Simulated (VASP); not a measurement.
A run of VASP 6.6.1:

The input INCAR:

```
SYSTEM = Be16H
  PREC = Accurate
  ENCUT = 520
  EDIFF = 1E-7
  ISMEAR = 0
  SIGMA = 0.05
  LREAL = Auto
  LASPH = .True.
  NELM = 60
  ALGO = Normal
  ISIF = 2
  LWAVE = .False.
  LCHARG = .False.
  GGA = PE
  NBANDS = 30
```

File KPOINTS:

```
regular mesh
0
Gamma
  5 6 4
  0 0 0
```

POSCAR

```
Be16H
1.0
   -2.2900000000     -3.9663960000      0.0000000000
    3.4350000000     -1.9831980000      0.0000000000
    0.0000000000      0.0000000000      7.1768600000
Be H
16 1
Direct
    0.7501092932      0.5071240994     -0.0045398684
    0.4832349985      0.3419918913      0.2507379272
    0.7501097879      0.5071503389      0.5060325825
    0.4988301738      0.3342081799      0.7507418286
    0.4964666704     -0.0039302256     -0.0037565175
    0.2499411182      0.8329624922      0.2507535329
    0.4964541863     -0.0039234100      0.5052454695
    0.2500927461      0.8279491670      0.7507581310
    0.2500770320      0.4971669296     -0.0005016121
    0.0167975506      0.3413276247      0.2507405746
    0.2500814453      0.4971742386      0.5019973916
    0.0013326114      0.3341594411      0.7507414106
    0.0037526491     -0.0039660651     -0.0037698938
    0.7502803416      0.8151324548      0.2507482381
    0.0037672403     -0.0039644890      0.5052607965
    0.7500851876      0.8385688732      0.7507492134
    0.7496733269      0.1718520869      0.2508415937
```

Potentials or basis: VASP PAW PBE potentials, release 64 (Be, H).

The run is started by

```console
$ cat potpaw_PBE.64/Be/POTCAR potpaw_PBE.64/H/POTCAR > POTCAR
$ mpirun -np 1 vasp_std > vasp.out
```

Hardware: 1 thread of Oxide Virtual Turin-like Processor, with other jobs on the host.

Task: How long does it take, and how much memory?

Result: It took 7.7 min on 1 thread of Oxide Virtual Turin-like Processor, with other jobs on the host, peak memory 0.28 GiB. Counts: scf iterations 13, k points 62.
